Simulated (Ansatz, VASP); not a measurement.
**HfO2 in VASP and in Ansatz**

The input INCAR:

```
  PREC = Accurate
  ENCUT = 520
  EDIFF = 1E-7
  ISMEAR = -1
  SIGMA = 0.05
  LREAL = F
  LASPH = T
  NELM = 100
  ALGO = Normal
  ISIF = 2
  LWAVE = F
  LCHARG = F
  GGA = RP
  IVDW = 13
  NBANDS = 56
```

Contents of KPOINTS:

```
regular mesh
0
Gamma
  5 5 5
```

The input POSCAR:

```
HfO2
1.0
    5.1518950275      0.0000000000      0.0000000000
    0.0000000000      5.2200433850      0.0000000000
   -0.8643497359      0.0000000000      5.2483970684
Hf O
4 8
Direct
    0.2755000000      0.4603000000      0.7080000000
    0.7245000000      0.9603000000      0.7920000000
    0.7245000000      0.5397000000      0.2920000000
    0.2755000000      0.0397000000      0.2080000000
    0.0742000000      0.1684000000      0.8467000000
    0.9258000000      0.6684000000      0.6533000000
    0.9258000000      0.8316000000      0.1533000000
    0.0742000000      0.3316000000      0.3467000000
    0.4487000000      0.7419000000      0.9801000000
    0.5513000000      0.2419000000      0.5199000000
    0.5513000000      0.2581000000      0.0199000000
    0.4487000000      0.7581000000      0.4801000000
```

The input input.yaml:

```yaml
crystal:
  lattice:
    - [5.1518950275, 0.0, 0.0]
    - [0.0, 5.220043385, 0.0]
    - [-0.8643497359, 0.0, 5.2483970684]
  atoms:
    - { symbol: Hf, position: [0.2755, 0.4603, 0.708] }
    - { symbol: Hf, position: [0.7245, 0.9603, 0.792] }
    - { symbol: Hf, position: [0.7245, 0.5397, 0.292] }
    - { symbol: Hf, position: [0.2755, 0.0397, 0.208] }
    - { symbol: O, position: [0.0742, 0.1684, 0.8467] }
    - { symbol: O, position: [0.9258, 0.6684, 0.6533] }
    - { symbol: O, position: [0.9258, 0.8316, 0.1533] }
    - { symbol: O, position: [0.0742, 0.3316, 0.3467] }
    - { symbol: O, position: [0.4487, 0.7419, 0.9801] }
    - { symbol: O, position: [0.5513, 0.2419, 0.5199] }
    - { symbol: O, position: [0.5513, 0.2581, 0.0199] }
    - { symbol: O, position: [0.4487, 0.7581, 0.4801] }
hamiltonian:
  xc: rpbe
  pseudopotentials: { kind: paw }
  dispersion: d4
kpoints:
  mp_grid: { grid: [5, 5, 5] }
scf:
  occupations: { method: fermi_dirac, width: 0.05 }
output:
  forces: true
  stress: true
  eigenvalues: true
  write_density: true
  write_potential: true
  elf: true
  volumetric_format: npy
```

Alike in both runs: task single point; functional RPBE; dispersion D4; k mesh 5 × 5 × 5; occupations fermi-dirac, width 0.05 eV; no spin polarisation.

|  | VASP | Ansatz |
| --- | --- | --- |
| version | VASP 6.6.1 | Ansatz 0.2.0 |
| potentials or method | VASP PAW PBE potentials, release 64 (Hf_pv, O) | Ansatz PAW |
| plane-wave cutoff (eV) | 520 | 420 |
| valence electrons in the cell | 88 | 152 |

```csv
,VASP,Ansatz,Ansatz less VASP
gap on the k mesh at the Fermi level (eV),4.18,4.23,+0.047
least direct gap on the mesh (eV),4.25,4.29,+0.044
pressure (GPa),-4.3,-1.1,+3.20
"traceless stress, the component that is largest in VASP (GPa)",0.81,0.82,+0.013
rms of the force components (eV/Å),0.149,0.159,+0.0103
```

VASP's potentials were made for PBE, not for RPBE. Atom by atom the forces differ by 0.034 eV/Å (rms over components). VASP's potentials hold 88 valence electrons a cell and Ansatz's 152, so a difference there can come from the potentials and not from the codes.

Spin-orbit coupling is off throughout. Noted on Ansatz's run: odd divisions of the mesh miss points on the zone boundary, where band edges often lie, so the gap on the mesh can be too wide.
